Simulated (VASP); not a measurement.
# BN (P6_3/mmc) in VASP: a series of runs

BN is run at these levels: PBE+D3(BJ); tasks: single point.

All numbers are computed with VASP 6.6.1; they aren't measurements. Logs are shortened: lines on timing, memory, paths and dates and some standing lists are left out, and cuts for length are marked.

**1. The cell of the first run**

The structure is hexagonal, space group P6_3/mmc (No. 194). The conventional cell has a = 2.607 Å, b = 2.607 Å, c = 6.087 Å, α = 90.00°, β = 90.00°, γ = 120.00°. Within 2.0 Å of B (site symmetry -6m2) lie 3 N at 1.50 Å. Within 2.0 Å of N (site symmetry -6m2) lie 3 B at 1.50 Å.

**2. Single point, PBE+D3(BJ) (strain +0.040 along x and y, -0.080 along z)**

INCAR reads:

```
SYSTEM = BN
  PREC = Accurate
  ENCUT = 520
  EDIFF = 1E-6
  ISMEAR = 0
  SIGMA = 0.05
  LREAL = .False.
  LASPH = .True.
  NELM = 60
  ALGO = Normal
  ISIF = 2
  LWAVE = .False.
  LCHARG = .False.
  GGA = PE
  IVDW = 12
  NBANDS = 16
```

KPOINTS reads:

```
regular mesh
0
Gamma
  12 12 4
  0 0 0
```

POSCAR reads:

```
BN
1.0
    2.6066956301      0.0000000000      0.0000000000
   -1.3033478151      2.2574646356      0.0000000000
    0.0000000000      0.0000000000      6.0874991034
B N
2 2
Direct
    0.3333333333      0.6666666667      0.2500000000
    0.6666666667      0.3333333333      0.7500000000
    0.3333333333      0.6666666667      0.7500000000
    0.6666666667      0.3333333333      0.2500000000
```

Potentials or basis: VASP PAW PBE potentials, release 64 (B, N).

The run is started by

```sh
cat potpaw_PBE.64/B/POTCAR potpaw_PBE.64/N/POTCAR > POTCAR
mpirun -np 1 vasp_std > vasp.out
```

OUTCAR:

```text
SYSTEM = BN
   PREC = Accurate
   ENCUT = 520
   EDIFF = 1E-6
   ISMEAR = 0
   LREAL = .False.
   LASPH = .True.
   NELM = 60
   ISIF = 2
   GGA = PE
   IVDW = 12
 IVDW          = 12

 ion  position               nearest neighbor table
   1  0.333  0.667  0.250-   4 1.50   4 1.50   4 1.50
   2  0.667  0.333  0.750-   3 1.50   3 1.50   3 1.50
   3  0.333  0.667  0.750-   2 1.50   2 1.50   2 1.50
   4  0.667  0.333  0.250-   1 1.50   1 1.50   1 1.50

  LATTYP: Found a hexagonal cell.
 ALAT       =     2.6066956301
 C/A-ratio  =     2.3353317637

  Lattice vectors:

 A1 = (   2.6066956301,   0.0000000000,   0.0000000000)
 A2 = (  -1.3033478151,   2.2574646356,   0.0000000000)
 A3 = (   0.0000000000,   0.0000000000,   6.0874991034)

Analysis of symmetry for initial positions (statically):
=====================================================================
 Subroutine PRICEL returns:
 Original cell was already a primitive cell.

 Routine SETGRP: Setting up the symmetry group for a
 hexagonal supercell.

 Subroutine GETGRP returns: Found 24 space group operations
 (whereof 12 operations were pure point group operations)
 out of a pool of 24 trial point group operations.

The static configuration has the point symmetry D_3d.
 The point group associated with its full space group is D_6h.

Analysis of symmetry for dynamics (positions and initial velocities):
=====================================================================
 Subroutine PRICEL returns:
 Original cell was already a primitive cell.

 Routine SETGRP: Setting up the symmetry group for a
 hexagonal supercell.

 Subroutine GETGRP returns: Found 24 space group operations
 (whereof 12 operations were pure point group operations)
 out of a pool of 24 trial point group operations.

The dynamic configuration has the point symmetry D_3d.
 The point group associated with its full space group is D_6h.

 Subroutine INISYM returns: Found 24 space group operations
 (whereof 12 operations are pure point group operations),
 and found     1 'primitive' translations

----------------------------------------------------------------------------------------

                                     Primitive cell

  volume of cell :      35.8220

  direct lattice vectors                    reciprocal lattice vectors
     2.606695630  0.000000000  0.000000000     0.383627451  0.221487412  0.000000000
    -1.303347815  2.257464636  0.000000000     0.000000000  0.442974824  0.000000000
     0.000000000  0.000000000  6.087499103     0.000000000  0.000000000  0.164271071

  length of vectors
     2.606695630  2.606695630  6.087499103     0.442974824  0.442974824  0.164271071

  position of ions in fractional coordinates (direct lattice)
     0.333333333  0.666666667  0.250000000
     0.666666667  0.333333333  0.750000000
     0.333333333  0.666666667  0.750000000
     0.666666667  0.333333333  0.250000000

  ion indices of the primitive-cell ions
   primitive index   ion index
                 1           1
                 2           2
                 3           3
                 4           4

----------------------------------------------------------------------------------------

 KPOINTS: regular mesh

Automatic generation of k-mesh.
 Grid dimensions read from file:
 generate k-points for:   12   12    4

 Generating k-lattice:

  Cartesian coordinates                     Fractional coordinates (reciprocal lattice)
     0.031968954  0.018457284  0.000000000     0.083333333  0.000000000  0.000000000
     0.000000000  0.036914569  0.000000000     0.000000000  0.083333333  0.000000000
     0.000000000  0.000000000  0.041067768     0.000000000  0.000000000  0.250000000

  Length of vectors
     0.036914569  0.036914569  0.041067768

  Shift w.r.t. Gamma in fractional coordinates (k-lattice)
     0.000000000  0.000000000  0.000000000

 Subroutine IBZKPT returns following result:
 ===========================================

 Found     57 irreducible k-points:

 Following reciprocal coordinates:
            Coordinates               Weight
  0.000000  0.000000  0.000000      1.000000
  0.083333  0.000000  0.000000      6.000000
  0.166667  0.000000  0.000000      6.000000
  0.250000 -0.000000  0.000000      6.000000
  0.333333  0.000000  0.000000      6.000000
  0.416667 -0.000000  0.000000      6.000000
[... 16 lines left out ...]
  0.250000 -0.000000  0.250000     12.000000
  0.333333  0.000000  0.250000     12.000000
 [... further k-points ...]
   k-points           NKPTS =     57   k-points in BZ     NKDIM =     57   number of bands    NBANDS=     16
   number of dos      NEDOS =    301   number of ions     NIONS =      4
   total plane-waves  NPLWV =  19200
   dimension x,y,z NGX =    20 NGY =   20 NGZ =   48
   dimension x,y,z NGXF=    40 NGYF=   40 NGZF=   96
   ions per type =               2   2
   NGX,Y,Z   is equivalent  to a cutoff of  12.76, 12.76, 13.11 a.u.
   NGXF,Y,Z  is equivalent  to a cutoff of  25.51, 25.51, 26.22 a.u.
 SYSTEM =  BN
   PREC   = accura    normal or accurate (medium, high low for compatibility)
   ISTART =      0    job   : 0-new  1-cont  2-samecut
   ICHARG =      2    charge: 1-file 2-atom 10-const
   ISPIN  =      1    spin polarized calculation?
   LNONCOLLINEAR =      F non collinear calculations
   LSORBIT =      F    spin-orbit coupling
   LASPH  =      T    aspherical Exc in radial PAW
   ENCUT  =  520.0 eV  38.22 Ry    6.18 a.u.   4.85  4.85 11.32*2*pi/ulx,y,z
   NELM   =     60;   NELMIN=  2; NELMDL= -5     # of ELM steps
   EDIFF  = 0.1E-05   stopping-criterion for ELM
   LREAL  =      F    real-space projection
   EDIFFG = 0.1E-04   stopping-criterion for IOM
   NSW    =      0    number of steps for IOM
   IBRION =     -1    ionic relax: 0-MD 1-quasi-New 2-CG
   NFREE  =      0    steps in history (QN), initial steepest desc. (CG)
   ISIF   =      2    stress and relaxation
   ISYM   =      2    0-nonsym 1-usesym 2-fastsym
   POTIM  = 0.5000    time-step for ionic-motion
   TEBEG  =    0.0;   TEEND  =   0.0 temperature during run
   PSTRESS=    0.0 pullay stress
   NELECT =      16.0000    total number of electrons
   NUPDOWN=      -1.0000    fix difference up-down
   EMIN   =  10.00;   EMAX   =-10.00  energy-range for DOS
   EFERMI =   0.00;   METHOD = LEGACY
   ISMEAR =     0;   SIGMA  =   0.05  broadening in eV -4-tet -1-fermi 0-gaus
   EFERMI_NEDOS =   21; number of points for ismear=-14 and -15
   IALGO  =     38    algorithm
   IMIX   =      4    mixing-type and parameters
     AMIX     =   0.40;   BMIX     =  1.00
     AMIX_MAG =   1.60;   BMIX_MAG =  1.00
  volume/ion in A,a.u.               =       8.96        60.43
  Fermi-wavevector in a.u.,A,eV,Ry     =   1.251406  2.364814 21.306941  1.566016
  Thomas-Fermi vector in A             =   2.385355
   LORBIT       =      0    0 simple, 1 ext, 2 COOP (PROOUT), +10 PAW based schemes
   GGA     = PE    functional components
   LHFCALC =     F    Hartree Fock is set to
   AEXX    =    0.0000 exact exchange contribution
   IVDW    =    12    specifies the selected vdW correction
   LEPSILON=     F    determine dielectric tensor
   LRPA    =     F    only Hartree local field effects (RPA)
 non-spin polarized calculation
 Gauss-broadening in eV      SIGMA  =   0.05
  energy-cutoff  :      520.00
  volume of cell :       35.82
 maximum number of plane-waves:       987
 NGX is ok and might be reduce to    20
   NGX =  9   NGY =  9   NGZ = 23

 number of electron      16.0000003 magnetization

 Free energy of the ion-electron system (eV)
  ---------------------------------------------------
  ext. energy  EPLUGINS =         0.00000000
  ---------------------------------------------------
  free energy    TOTEN  =       -34.76653101 eV

  energy without entropy =      -34.76653101  energy(sigma->0) =      -34.76653101

 E-fermi :   2.7853     XC(G=0): -10.3757

 val. band max:        2.5709155994   @ k =   0.3333   0.2500   0.0000
 cond. band min:       6.4968511312   @ k =   0.5000  -0.0000   0.0000
 fundamental gap:      3.9259355318
 Fermi energy:         2.7853308047

 k-point     1 :       0.0000    0.0000    0.0000
  band No.  band energies     occupation
      1     -14.7576      2.00000
      2     -14.1884      2.00000
      3      -3.6048      2.00000
      4      -0.3517      2.00000
      5       1.0070      2.00000
      6       1.0070      2.00000
[... 8 lines left out ...]
     15      13.2442      0.00000
     16      14.1127      0.00000

 k-point     2 :       0.0833    0.0000    0.0000
  band No.  band energies     occupation
      1     -14.6319      2.00000
      2     -14.0705      2.00000
      3      -3.4342      2.00000
      4      -0.2090      2.00000
      5       0.4693      2.00000
      6       0.5745      2.00000
[... 8 lines left out ...]
     15      13.6441      0.00000
     16      13.7650      0.00000

 k-point     3 :       0.1667    0.0000    0.0000
  band No.  band energies     occupation
      1     -14.2614      2.00000
      2     -13.7248      2.00000
      3      -2.9284      2.00000
      4      -0.8783      2.00000
      5      -0.7502      2.00000
      6       0.2064      2.00000
[... 8 lines left out ...]
     15      14.9421      0.00000
     16      15.1814      0.00000

 k-point     4 :       0.2500   -0.0000    0.0000
  band No.  band energies     occupation
      1     -13.6728      2.00000
      2     -13.1814      2.00000
      3      -2.5649      2.00000
      4      -2.3968      2.00000
      5      -2.1103      2.00000
      6      -0.4531      2.00000
[... 8 lines left out ...]
     15      16.9659      0.00000
     16      17.1785      0.00000
[... 324 lines left out ...]
 k-point    22 :       0.1667    0.0000    0.2500
  band No.  band energies     occupation
      1     -14.1896      2.00000
      2     -13.8111      2.00000
      3      -2.5650      2.00000
      4      -0.8574      2.00000
      5      -0.8273      2.00000
      6      -0.3047      2.00000
[... 8 lines left out ...]
     15      14.9747      0.00000
     16      15.1436      0.00000

 k-point    23 :       0.2500   -0.0000    0.2500
  band No.  band energies     occupation
      1     -13.6065      2.00000
      2     -13.2596      2.00000
      3      -2.5799      2.00000
      4      -2.4376      2.00000
      5      -1.7064      2.00000
      6      -0.4318      2.00000
[... 8 lines left out ...]
     15      16.9928      0.00000
     16      17.1428      0.00000

 k-point    24 :       0.3333    0.0000    0.2500
  band No.  band energies     occupation
      1     -12.8732      2.00000
      2     -12.5794      2.00000
      3      -4.1996      2.00000
      4      -4.0565      2.00000
      5      -0.9977      2.00000
      6      -0.8854      2.00000
[... 8 lines left out ...]
     15      18.6560      0.00000
     16      19.2185      0.00000

 [... further k-points ...]

------------------------ aborting loop because EDIFF is reached ----------------------------------------

 Edisp (eV)   -0.57787

 E8    (eV) :    -0.1709

  FORCE on cell =-STRESS in cart. coord.  units (eV):
  Direction    XX          YY          ZZ          XY          YZ          ZX
  --------------------------------------------------------------------------------------
  -------------------------------------------------------------------------------------
  Total      -8.56661    -8.56661     0.71501     0.00000     0.00000    -0.00000
  in kB    -383.15062  -383.15062    31.97973     0.00000     0.00000    -0.00000
  external pressure =     -244.77 kB  Pullay stress =        0.00 kB

 VOLUME and BASIS-vectors are now :
 -----------------------------------------------------------------------------
  energy-cutoff  :      520.00
  volume of cell :       35.82
      direct lattice vectors                 reciprocal lattice vectors
     2.606695630  0.000000000  0.000000000     0.383627451  0.221487412  0.000000000
    -1.303347815  2.257464636  0.000000000     0.000000000  0.442974824  0.000000000
     0.000000000  0.000000000  6.087499103     0.000000000  0.000000000  0.164271071

 POSITION                                       TOTAL-FORCE (eV/Angst)
 -----------------------------------------------------------------------------------
     -0.00000      1.50498      1.52187         0.000000      0.000000      0.000000
      1.30335      0.75249      4.56562        -0.000000     -0.000000      0.000000
     -0.00000      1.50498      4.56562         0.000000      0.000000      0.000000
      1.30335      0.75249      1.52187         0.000000      0.000000      0.000000
 -----------------------------------------------------------------------------------
    total drift:                                0.000000     -0.000000      0.000000

  FREE ENERGIE OF THE ION-ELECTRON SYSTEM (eV)
  ---------------------------------------------------
  free  energy   TOTEN  =       -35.3444020007 eV

  energy  without entropy=      -35.3444020007  energy(sigma->0) =      -35.34440200
```

Run time: 12 s. Hardware: 1 thread of Intel Xeon 6975P-C (Granite Rapids), shared host; peak memory 0.17 GiB.

What came out:

```
Free energy                : -35.3444 eV
Pressure                   : -24.5 GPa
Band gap on the k mesh     : 3.93 eV, indirect (least direct gap 4.13 eV)
Dispersion energy per atom : -0.144 eV
```

Stress tensor (GPa, compression positive):
```
-38.32   0.00   0.00
  0.00 -38.32   0.00
  0.00   0.00   3.20
```

Levels at points of the mesh, in eV from the valence-band top:
```tsv
k point	band 4	band 5	band 6	band 7	band 8	band 9	band 10	band 11	band 12	band 13
(0.00, 0.00, 0.00)	-2.92	-1.56	-1.56	-1.46	-1.46	5.64	10.33	10.40	10.40	10.46
(0.50, 0.00, 0.00)	-8.41	-4.09	-3.93	-1.79	-0.21	3.93	5.76	8.46	8.49	12.61
(0.00, 0.00, 0.50)	-4.77	-1.51	-1.51	-1.51	-1.51	8.13	8.13	10.53	10.53	10.53
(0.50, 0.00, 0.50)	-8.51	-4.01	-4.01	-0.91	-0.91	4.39	4.39	8.66	8.66	13.38
```

Caveat: the cell differs from its parent crystal (strain +0.040 along x and y, -0.080 along z).

**3. Single point, PBE+D3(BJ) (strain +0.000 along x and y, +0.040 along z)**

INCAR reads:

```
PREC = Accurate ; ENCUT = 520
EDIFF = 1E-6 ; ISMEAR = 0
SIGMA = 0.05 ; LREAL = False
LASPH = True ; NELM = 80
ALGO = Normal ; ISIF = 2
LWAVE = False ; LCHARG = False
GGA = PE ; IVDW = 12
NBANDS = 16
```

KPOINTS reads:

```
regular mesh
0
Gamma
  12 12 4
```

POSCAR reads:

```
BN
1.0
    2.5064381059      0.0000000000      0.0000000000
   -1.2532190530      2.1706390727      0.0000000000
    0.0000000000      0.0000000000      6.8815207256
B N
2 2
Direct
    0.3333333333      0.6666666667      0.2500000000
    0.6666666667      0.3333333333      0.7500000000
    0.3333333333      0.6666666667      0.7500000000
    0.6666666667      0.3333333333      0.2500000000
```

Potentials or basis: VASP PAW PBE potentials, release 64 (B, N).

The run is started by

```sh
cat potpaw_PBE.64/B/POTCAR potpaw_PBE.64/N/POTCAR > POTCAR
mpirun -np 1 vasp_std > vasp.out
```

OUTCAR:

```text
PREC = Accurate
   ENCUT = 520
   EDIFF = 1E-6
   ISMEAR = 0
   LREAL = False
   LASPH = True
   NELM = 80
   ISIF = 2
   GGA = PE
   IVDW = 12
 IVDW          = 12

 ion  position               nearest neighbor table
   1  0.333  0.667  0.250-   4 1.45   4 1.45   4 1.45
   2  0.667  0.333  0.750-   3 1.45   3 1.45   3 1.45
   3  0.333  0.667  0.750-   2 1.45   2 1.45   2 1.45
   4  0.667  0.333  0.250-   1 1.45   1 1.45   1 1.45

  LATTYP: Found a hexagonal cell.
 ALAT       =     2.5064381059
 C/A-ratio  =     2.7455378648
[... 658 lines left out ...]

  FORCE on cell =-STRESS in cart. coord.  units (eV):
  Direction    XX          YY          ZZ          XY          YZ          ZX
  --------------------------------------------------------------------------------------
  -------------------------------------------------------------------------------------
  Total       0.05891     0.05891    -0.24321    -0.00000    -0.00000     0.00000
  in kB       2.52093     2.52093   -10.40794    -0.00000    -0.00000     0.00000
  external pressure =       -1.79 kB  Pullay stress =        0.00 kB

 VOLUME and BASIS-vectors are now :
 -----------------------------------------------------------------------------
  energy-cutoff  :      520.00
  volume of cell :       37.44
      direct lattice vectors                 reciprocal lattice vectors
     2.506438106  0.000000000  0.000000000     0.398972549  0.230346909  0.000000000
    -1.253219053  2.170639073  0.000000000     0.000000000  0.460693817  0.000000000
     0.000000000  0.000000000  6.881520726     0.000000000  0.000000000  0.145316717

 POSITION                                       TOTAL-FORCE (eV/Angst)
 -----------------------------------------------------------------------------------
     -0.00000      1.44709      1.72038         0.000000     -0.000000      0.000000
      1.25322      0.72355      5.16114        -0.000000      0.000000      0.000000
     -0.00000      1.44709      5.16114        -0.000000      0.000000      0.000000
      1.25322      0.72355      1.72038         0.000000      0.000000      0.000000
 -----------------------------------------------------------------------------------
    total drift:                                0.000000     -0.000000      0.000000

  FREE ENERGIE OF THE ION-ELECTRON SYSTEM (eV)
  ---------------------------------------------------
  free  energy   TOTEN  =       -35.7133834376 eV

  energy  without entropy=      -35.7133834376  energy(sigma->0) =      -35.71338344
```

stdout:

```text
POSCAR found type information on POSCAR B N
 POSCAR found :  2 types and       4 ions
 scaLAPACK will be used
 LDA part: xc-table for (Slater+PW92), standard interpolation
 POSCAR, INCAR and KPOINTS ok, starting setup
 FFT: planning ... GRIDC
 FFT: planning ... GRID_SOFT
 FFT: planning ... GRID
 WAVECAR not read
 entering main loop
```

It took 14 s on 1 thread of Intel Xeon 6975P-C (Granite Rapids), shared host; peak memory 0.18 GiB.

Results:

* Free energy: -35.7134 eV
* Pressure: -0.2 GPa
* Band gap on the k mesh: 4.32 eV, indirect (least direct gap 4.64 eV)
* Dispersion energy per atom: -0.135 eV

Caveat: the cell differs from its parent crystal (strain +0.000 along x and y, +0.040 along z). A k mesh can miss the band edges.

**4. Single point, PBE+D3(BJ) (strain +0.040 along x and y, -0.040 along z)**

INCAR reads:

```
SYSTEM = BN
  PREC = Accurate
  ENCUT = 520
  EDIFF = 1E-6
  ISMEAR = 0
  SIGMA = 0.05
  LREAL = .FALSE.
  LASPH = .TRUE.
  NELM = 100
  ALGO = Normal
  ISIF = 2
  LWAVE = .FALSE.
  LCHARG = .TRUE.
  GGA = PE
  IVDW = 12
  LELF = .TRUE.
  LVHAR = .TRUE.
  NBANDS = 16
```

KPOINTS reads:

```
regular mesh
0
G
  12 12 4
  0 0 0
```

POSCAR reads:

```
BN
1.0
    2.6066956301      0.0000000000      0.0000000000
   -1.3033478151      2.2574646356      0.0000000000
    0.0000000000      0.0000000000      6.3521729774
B N
2 2
Direct
    0.3333333333      0.6666666667      0.2500000000
    0.6666666667      0.3333333333      0.7500000000
    0.3333333333      0.6666666667      0.7500000000
    0.6666666667      0.3333333333      0.2500000000
```

The run is started by

```sh
cat potpaw_PBE.64/B/POTCAR potpaw_PBE.64/N/POTCAR > POTCAR
mpirun -np 1 vasp_std > vasp.out
```

Wall time 12 s (1 thread of Intel Xeon 6975P-C (Granite Rapids), shared host); peak memory 0.17 GiB.

The run converged. Its results:

- Free energy: -35.3667 eV
- Pressure: -24.2 GPa
- Band gap on the k mesh: 3.96 eV, indirect (least direct gap 4.24 eV)
- Dispersion energy per atom: -0.137 eV

Stress tensor (GPa, compression positive):
```
-36.85   0.00   0.00
  0.00 -36.85   0.00
  0.00   0.00   1.24
```

Levels at points of the mesh, in eV from the valence-band top:
```tsv
k point	band 6	band 7	band 8	band 9	band 10	band 11
(0.00, 0.00, 0.00)	-1.53	-1.46	-1.46	5.36	10.12	10.28
(0.50, 0.00, 0.00)	-3.93	-1.58	-0.28	3.96	5.53	8.42
(0.00, 0.00, 0.50)	-1.49	-1.49	-1.49	7.70	7.70	10.56
(0.50, 0.00, 0.50)	-3.99	-0.88	-0.88	4.42	4.42	8.66
```

Caveat: the cell differs from its parent crystal (strain +0.040 along x and y, -0.040 along z). A k mesh can miss the band edges.

(Continued in part 2 of 2.)
